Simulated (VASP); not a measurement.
Input of a VASP 6.6.1 run:

INCAR

```
SYSTEM = I
  PREC = Accurate
  ENCUT = 500
  EDIFF = 1E-6
  ISMEAR = 0
  SIGMA = 0.1
  LREAL = .False.
  LASPH = .True.
  NELM = 120
  ALGO = Normal
  ISIF = 2
  LWAVE = .False.
  LCHARG = .False.
  GGA = CA
  NBANDS = 10
  GGA_COMPAT = .False.
```

Contents of KPOINTS:

```
Automatic mesh
0
Gamma
  6 6 6
  0 0 0
```

File POSCAR:

```
I
1.0
    0.0000000000      2.3656004428      3.9098401324
    2.1922454667      0.0000000000      3.9098401324
    2.1922454667      2.3656004428      0.0000000000
I
1
Direct
    0.0000000000      0.0000000000      0.0000000000
```

Potentials or basis: VASP PAW LDA potentials, release 64 (I).

Command:

```console
$ cat potpaw_LDA.64/I/POTCAR > POTCAR
$ mpirun -np 1 vasp_std > vasp.out
```

Problem. Estimate the pressure.

Solution. -2.2 GPa.

Stress tensor (GPa, compression positive):
```
-2.57  0.00  0.00
 0.00 -2.89  0.00
 0.00  0.00 -1.02
```

Caveat: an odd number of electrons without spin polarisation forces a metal; a magnetic or distorted state may lie lower.
